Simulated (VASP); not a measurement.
# HfMoSe4 (F-43m) in VASP: a series of runs

HfMoSe4 is run at these levels: PBE; tasks: single point, relaxation of cell and atoms.

Program: VASP 6.6.1. These are calculated values, not measurements. Logs are shortened: lines on timing, memory, paths and dates and some standing lists are left out, and cuts for length are marked.

### 1 The cell of the first run

Symmetry: F-43m, No. 216, cubic system. Conventional cell: a = 7.783 Å, b = 7.783 Å, c = 7.783 Å, α = 90.00°, β = 90.00°, γ = 90.00°. Within 4.2 Å of Hf (site symmetry -43m) lie 12 Se at 3.23 Å and 4 Mo at 3.37 Å. Within 4.2 Å of Mo (site symmetry -43m) lie 12 Se at 3.23 Å and 4 Hf at 3.37 Å. Se (site symmetry 3m) has 6 Se at 2.75 to 2.76 Å and 3 Hf at 3.23 Å and 3 Mo at 3.23 Å within 3.6 Å.

The cell was built from a structure type or drawn by symmetry, and may not be a known phase.

### 2 Single point, PBE, collinear spin

File INCAR:

```
SYSTEM = HfMoSe4
ALGO = Normal ; EDIFF = 1E-6
ENCUT = 520 ; GGA = PE
ISIF = 2 ; ISMEAR = 0
ISPIN = 2 ; LASPH = .TRUE.
LCHARG = .TRUE. ; LELF = .TRUE.
LMAXMIX = 4 ; LORBIT = 11
LREAL = .FALSE. ; LVHAR = .TRUE.
LWAVE = .FALSE. ; MAGMOM = 0 1 0 0 0 0
NBANDS = 37 ; NELM = 150
PREC = Accurate ; SIGMA = 0.1
```

File KPOINTS:

```
k-points
0
G
  4 4 4
  0 0 0
```

File POSCAR:

```
HfMoSe4
1.0
    0.0000000000      3.8914710863      3.8914710863
    3.8914710863      0.0000000000      3.8914710863
    3.8914710863      3.8914710863      0.0000000000
Hf Mo Se
1 1 4
Direct
    0.0000000000      0.0000000000      0.0000000000
    0.7500000000      0.7500000000      0.7500000000
    0.8757067843      0.3747644052      0.3747644052
    0.3747644052      0.3747644052      0.3747644052
    0.3747644052      0.8757067843      0.3747644052
    0.3747644052      0.3747644052      0.8757067843
```

Potentials or basis: VASP PAW PBE potentials, release 64 (Hf_pv, Mo_sv, Se).

Run with:

```console
$ cat potpaw_PBE.64/Hf_pv/POTCAR potpaw_PBE.64/Mo_sv/POTCAR potpaw_PBE.64/Se/POTCAR > POTCAR
$ mpirun -np 1 vasp_std > vasp.out
```

OUTCAR:

```text
SYSTEM = HfMoSe4
   EDIFF = 1E-6
   ENCUT = 520
   GGA = PE
   ISIF = 2
   ISMEAR = 0
   ISPIN = 2
   LASPH = .TRUE.
   LORBIT = 11
   LREAL = .FALSE.
   NELM = 150
   PREC = Accurate

 ion  position               nearest neighbor table
   1  0.000  0.000  0.000-   6 3.23   5 3.23   3 3.23   4 3.23   4 3.23   4 3.23   3 3.23   3 3.23
                             6 3.23   5 3.23   5 3.23   6 3.23   2 3.37   2 3.37   2 3.37   2 3.37
   2  0.750  0.750  0.750-   1 3.37   1 3.37   1 3.37   1 3.37
   3  0.876  0.375  0.375-   4 2.75   5 2.75   6 2.75   5 2.76   6 2.76   4 2.76   1 3.23   1 3.23
                             1 3.23
   4  0.375  0.375  0.375-   3 2.75   5 2.75   6 2.75   3 2.76   5 2.76   6 2.76   1 3.23   1 3.23
                             1 3.23
   5  0.375  0.876  0.375-   3 2.75   4 2.75   6 2.75   3 2.76   6 2.76   4 2.76   1 3.23   1 3.23
                             1 3.23
   6  0.375  0.375  0.876-   3 2.75   4 2.75   5 2.75   5 2.76   3 2.76   4 2.76   1 3.23   1 3.23
                             1 3.23

  LATTYP: Found a face centered cubic cell.
 ALAT       =     7.7829421726

  Lattice vectors:

 A1 = (   0.0000000000,   3.8914710863,   3.8914710863)
 A2 = (   3.8914710863,   0.0000000000,   3.8914710863)
 A3 = (   3.8914710863,   3.8914710863,   0.0000000000)

Analysis of symmetry for initial positions (statically):
=====================================================================
 Subroutine PRICEL returns:
 Original cell was already a primitive cell.

 Routine SETGRP: Setting up the symmetry group for a
 face centered cubic supercell.

 Subroutine GETGRP returns: Found 24 space group operations
 (whereof 24 operations were pure point group operations)
 out of a pool of 48 trial point group operations.

The static configuration has the point symmetry T_d .

Analysis of symmetry for dynamics (positions and initial velocities):
=====================================================================
 Subroutine PRICEL returns:
 Original cell was already a primitive cell.

 Routine SETGRP: Setting up the symmetry group for a
 face centered cubic supercell.

 Subroutine GETGRP returns: Found 24 space group operations
 (whereof 24 operations were pure point group operations)
 out of a pool of 48 trial point group operations.

The dynamic configuration has the point symmetry T_d .

Analysis of structural, dynamic, and magnetic symmetry:
=====================================================================
 Subroutine PRICEL returns:
 Original cell was already a primitive cell.

 Routine SETGRP: Setting up the symmetry group for a
 face centered cubic supercell.

 Subroutine GETGRP returns: Found 24 space group operations
 (whereof 24 operations were pure point group operations)
 out of a pool of 48 trial point group operations.

The overall configuration has the point symmetry T_d .

 Subroutine INISYM returns: Found 24 space group operations
 (whereof 24 operations are pure point group operations),
 and found     1 'primitive' translations

----------------------------------------------------------------------------------------

                                     Primitive cell

  volume of cell :     117.8614

  direct lattice vectors                    reciprocal lattice vectors
     0.000000000  3.891471086  3.891471086    -0.128486115  0.128486115  0.128486115
     3.891471086  0.000000000  3.891471086     0.128486115 -0.128486115  0.128486115
     3.891471086  3.891471086  0.000000000     0.128486115  0.128486115 -0.128486115

  length of vectors
     5.503371188  5.503371188  5.503371188     0.222544479  0.222544479  0.222544479

  position of ions in fractional coordinates (direct lattice)
     0.000000000  0.000000000  0.000000000
     0.750000000  0.750000000  0.750000000
     0.875706784  0.374764405  0.374764405
     0.374764405  0.374764405  0.374764405
     0.374764405  0.875706784  0.374764405
     0.374764405  0.374764405  0.875706784

  ion indices of the primitive-cell ions
   primitive index   ion index
[... 37 lines left out ...]
  0.500000  0.000000  0.000000      4.000000
  0.250000  0.250000  0.000000      6.000000
  0.500000  0.250000  0.000000     24.000000
 -0.250000  0.250000  0.000000     12.000000
  0.500000  0.500000  0.000000      3.000000
 -0.250000  0.500000  0.250000      6.000000
   k-points           NKPTS =      8   k-points in BZ     NKDIM =      8   number of bands    NBANDS=     37
   number of dos      NEDOS =    301   number of ions     NIONS =      6
   total plane-waves  NPLWV =  74088
   dimension x,y,z NGX =    42 NGY =   42 NGZ =   42
   dimension x,y,z NGXF=    84 NGYF=   84 NGZF=   84
   ions per type =               1   1   4
   NGX,Y,Z   is equivalent  to a cutoff of  12.69, 12.69, 12.69 a.u.
   NGXF,Y,Z  is equivalent  to a cutoff of  25.37, 25.37, 25.37 a.u.
 SYSTEM =  HfMoSe4
   PREC   = accura    normal or accurate (medium, high low for compatibility)
   ISTART =      0    job   : 0-new  1-cont  2-samecut
   ICHARG =      2    charge: 1-file 2-atom 10-const
   ISPIN  =      2    spin polarized calculation?
   LNONCOLLINEAR =      F non collinear calculations
   LSORBIT =      F    spin-orbit coupling
   LASPH  =      T    aspherical Exc in radial PAW
   ENCUT  =  520.0 eV  38.22 Ry    6.18 a.u.  10.23 10.23 10.23*2*pi/ulx,y,z
   NELM   =    150;   NELMIN=  2; NELMDL= -5     # of ELM steps
   EDIFF  = 0.1E-05   stopping-criterion for ELM
   LREAL  =      F    real-space projection
   EDIFFG = 0.1E-04   stopping-criterion for IOM
   NSW    =      0    number of steps for IOM
   IBRION =     -1    ionic relax: 0-MD 1-quasi-New 2-CG
   NFREE  =      0    steps in history (QN), initial steepest desc. (CG)
   ISIF   =      2    stress and relaxation
   ISYM   =      2    0-nonsym 1-usesym 2-fastsym
   POTIM  = 0.5000    time-step for ionic-motion
   TEBEG  =    0.0;   TEEND  =   0.0 temperature during run
   PSTRESS=    0.0 pullay stress
   NELECT =      48.0000    total number of electrons
   NUPDOWN=      -1.0000    fix difference up-down
   EMIN   =  10.00;   EMAX   =-10.00  energy-range for DOS
   EFERMI =   0.00;   METHOD = LEGACY
   ISMEAR =     0;   SIGMA  =   0.10  broadening in eV -4-tet -1-fermi 0-gaus
   EFERMI_NEDOS =   21; number of points for ismear=-14 and -15
   IALGO  =     38    algorithm
   IMIX   =      4    mixing-type and parameters
     AMIX     =   0.40;   BMIX     =  1.00
     AMIX_MAG =   1.60;   BMIX_MAG =  1.00
  volume/ion in A,a.u.               =      19.64       132.56
  Fermi-wavevector in a.u.,A,eV,Ry     =   1.213477  2.293138 20.034928  1.472526
  Thomas-Fermi vector in A             =   2.348928
   LORBIT       =     11    0 simple, 1 ext, 2 COOP (PROOUT), +10 PAW based schemes
   GGA     = PE    functional components
   LHFCALC =     F    Hartree Fock is set to
   AEXX    =    0.0000 exact exchange contribution
   IVDW    =     0    specifies the selected vdW correction
   LEPSILON=     F    determine dielectric tensor
   LRPA    =     F    only Hartree local field effects (RPA)
 spin polarized calculation
 Gauss-broadening in eV      SIGMA  =   0.10
  energy-cutoff  :      520.00
  volume of cell :      117.86
 maximum number of plane-waves:      3218
 NGX is ok and might be reduce to    42
   NGX = 21   NGY = 21   NGZ = 21

 number of electron      48.0000004 magnetization       1.0872181

 Free energy of the ion-electron system (eV)
  ---------------------------------------------------
  ext. energy  EPLUGINS =         0.00000000
  ---------------------------------------------------
  free energy    TOTEN  =       -29.12867395 eV

  energy without entropy =      -29.09801935  energy(sigma->0) =      -29.11334665

 E-fermi :   7.3351     XC(G=0): -11.1610

 val. band max:        7.3338901149   @ k =  -0.2500   0.5000   0.2500
 cond. band min:       7.3733704922   @ k =  -0.2500   0.5000   0.2500
 fundamental gap:      0.0394803773
 Fermi energy:         7.3350995352

 spin component 1

 k-point     1 :       0.0000    0.0000    0.0000
  band No.  band energies     occupation
      1     -54.0301      1.00000
      2     -28.1370      1.00000
      3     -28.1370      1.00000
      4     -28.1370      1.00000
      5     -24.6223      1.00000
      6     -24.6223      1.00000
[... 301 lines left out ...]
     35      11.9072      0.00000
     36      12.5445      0.00000
 Fermi energy:         7.3350995352

 spin component 2

 k-point     1 :       0.0000    0.0000    0.0000
  band No.  band energies     occupation
      1     -53.3173      1.00000
      2     -27.3488      1.00000
      3     -27.3488      1.00000
      4     -27.3488      1.00000
      5     -24.6766      1.00000
      6     -24.6766      1.00000
[... 301 lines left out ...]
     35      12.1137      0.00000
     36      12.7127      0.00000
 [bands above 36 left out]

------------------------ aborting loop because EDIFF is reached ----------------------------------------

  FORCE on cell =-STRESS in cart. coord.  units (eV):
  Direction    XX          YY          ZZ          XY          YZ          ZX
  --------------------------------------------------------------------------------------
  -------------------------------------------------------------------------------------
  Total        0.5427607      0.5427607      0.5427607      0.0000000      0.0000000      0.0000000
  in kB        7.3781518      7.3781518      7.3781518      0.0000000      0.0000000      0.0000000
  external PRESSURE =       7.3781518 kB  Pullay stress =       0.0000000 kB

 VOLUME and BASIS-vectors are now :
 -----------------------------------------------------------------------------
  energy-cutoff  :      520.00
  volume of cell :      117.86
      direct lattice vectors                 reciprocal lattice vectors
     0.000000000  3.891471086  3.891471086    -0.128486115  0.128486115  0.128486115
     3.891471086  0.000000000  3.891471086     0.128486115 -0.128486115  0.128486115
     3.891471086  3.891471086  0.000000000     0.128486115  0.128486115 -0.128486115

 POSITION                                       TOTAL-FORCE (eV/Angst)
 -----------------------------------------------------------------------------------
      0.00000      0.00000      0.00000         0.000000      0.000000      0.000000
      5.83721      5.83721      5.83721         0.000000      0.000000      0.000000
      2.91677      4.86617      4.86617         0.065458     -0.065458     -0.065458
      2.91677      2.91677      2.91677         0.065458      0.065458      0.065458
      4.86617      2.91677      4.86617        -0.065458      0.065458     -0.065458
      4.86617      4.86617      2.91677        -0.065458     -0.065458      0.065458
 -----------------------------------------------------------------------------------
    total drift:                                0.000000      0.000000      0.000000

  FREE ENERGIE OF THE ION-ELECTRON SYSTEM (eV)
  ---------------------------------------------------
  free  energy   TOTEN  =       -29.1286739507 eV

  energy  without entropy=      -29.0980193501  energy(sigma->0) =      -29.11334665

 total charge

# of ion       s       p       d       tot
------------------------------------------
    1        0.301   6.175   1.372   7.849
    2        2.202   6.025   3.849  12.076
    3        1.547   2.099   0.099   3.746
    4        1.547   2.099   0.099   3.746
    5        1.547   2.099   0.099   3.746
    6        1.547   2.099   0.099   3.746
--------------------------------------------------
tot          8.691  20.598   5.619  34.908

 magnetization (x)

# of ion       s       p       d       tot
------------------------------------------
    1       -0.013  -0.004  -0.080  -0.097
    2        0.011   0.007   1.070   1.089
    3        0.001  -0.009   0.001  -0.006
    4        0.001  -0.009   0.001  -0.006
    5        0.001  -0.009   0.001  -0.006
    6        0.001  -0.009   0.001  -0.006
--------------------------------------------------
tot          0.004  -0.031   0.994   0.967
```

Wall time 100 s (1 thread of Intel Xeon 6975P-C (Granite Rapids), shared host); peak memory 0.34 GiB.

Results:

```
Free energy                                           : -29.1287 eV
Pressure                                              : 0.7 GPa
Largest force                                         : 0.113 eV/Å
Net moment                                            : 1.09 μB per cell
Site moments                                          : Hf -0.10; Mo +1.09; Se -0.01 μB
Valence electrons inside the program's atomic spheres : Hf 7.85; Mo 12.08; Se 3.75
```

Forces on the atoms (eV/Å):
```
Hf   0.000  0.000  0.000
Mo   0.000  0.000  0.000
Se   0.065 -0.065 -0.065
Se   0.065  0.065  0.065
Se  -0.065  0.065 -0.065
Se  -0.065 -0.065  0.065
```

Levels at points of the mesh, in eV from the Fermi level:
Spin up:
```csv
k point,band 22,band 23,band 24,band 25,band 26,band 27
"(0.00, 0.00, 0.00)",0.31,0.31,1.13,1.13,1.13,1.61
"(0.50, 0.00, 0.00)",-0.57,-0.57,0.07,0.11,0.11,1.09
"(0.50, 0.50, 0.00)",-1.22,-1.22,-0.59,-0.17,0.82,1.01
```
Spin down:
```csv
k point,band 20,band 21,band 22,band 23,band 24,band 25,band 26,band 27
"(0.00, 0.00, 0.00)",-0.52,-0.52,1.10,1.10,1.10,1.25,1.25,1.80
"(0.50, 0.00, 0.00)",-3.03,-1.83,0.17,0.17,0.34,0.55,0.55,1.19
"(0.50, 0.50, 0.00)",-3.26,-3.26,-0.87,-0.87,0.27,0.35,1.00,1.31
```

Caveat: spin-orbit coupling is left out, which moves the levels of the heavy elements.

(Part 1 of 2 ends here.)
